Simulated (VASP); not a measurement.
Write the native input for VASP 6.6.1 that does the following.

```yaml
Task: single point
Functional: PBE
Dispersion: D3(BJ)
Potentials_or_basis: VASP PAW PBE potentials, release 64 (Be)
Cutoff: 520 eV
k_mesh: 24 × 24 × 12
Occupations: gaussian, width 0.15 eV
Spin: no spin polarisation
Dipole_correction: no
Further_INCAR_settings: ALGO = Fast; EDIFF = 1e-06; NBANDS = 9
```

The structure of Be lies in POSCAR:

```
Be
1.0
    2.2695515441      0.0000000000      0.0000000000
   -1.1347757721      1.9654892924      0.0000000000
    0.0000000000      0.0000000000      3.5876080252
Be
2
Direct
    0.3019449737      0.6666666667      0.2500000000
    0.6980550263      0.3333333333      0.7500000000
```

This cell differs from its parent crystal: atoms displaced along a vibrational mode, the cell strained.

One way to write it, as run:

INCAR

```
ALGO = Fast
EDIFF = 1E-6
ENCUT = 520
GGA = PE
ISIF = 2
ISMEAR = 0
IVDW = 12
LASPH = T
LCHARG = F
LREAL = F
LWAVE = F
NBANDS = 9
NELM = 100
PREC = Accurate
SIGMA = 0.15
```

KPOINTS

```
k-points
0
Gamma
  24 24 12
```

Potentials or basis: VASP PAW PBE potentials, release 64 (Be).

The run is started by

```console
$ cat potpaw_PBE.64/Be/POTCAR > POTCAR
$ mpirun -np 1 vasp_std > vasp.out
```

Results of the run:

* Pressure: -8.2 GPa
* Largest force: 0.490 eV/Å
* Band gap on the k mesh: zero (bands 2 and 3 overlap by 2.11 eV)
* Dispersion energy per atom: -0.351 eV

Caveat: the cell differs from its parent crystal (atoms displaced along a vibrational mode, the cell strained); the cell stands under tension.

Wall time 110 s on 1 thread of Oxide Virtual Turin-like Processor (shared host), peak memory 0.31 GiB.
